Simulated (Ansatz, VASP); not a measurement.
# TePb in VASP and in Ansatz

```
Te Pb
1.0
     0.00000    3.24837    3.24837
     3.24837    0.00000    3.24837
     3.24837    3.24837    0.00000
Te Pb
1 1
Direct
  0.50000 0.50000 0.50000
  0.00000 0.00000 0.00000
```

Change from the starting cell: volume scaled by 1.02.

Alike in both runs: task single point; functional PBEsol; k mesh 10 × 10 × 10; occupations fermi-dirac, width 0.03 eV; no spin polarisation.

|  | VASP | Ansatz |
| --- | --- | --- |
| version | VASP 6.6.1 | Ansatz 0.2.0 |
| potentials or method | VASP PAW PBE potentials, release 64 (Te, Pb_d), cutoff 520 eV | all-electron LAPW, scalar-relativistic |

|  | VASP | Ansatz | Ansatz less VASP |
| --- | --- | --- | --- |
| pressure (GPa) | -1.1 | -1.1 | +0.05 |

VASP's potentials were made for PBE, not for PBEsol. Ansatz ran all-electron here, and VASP with PAW potentials.

Neither program's run includes spin-orbit coupling.
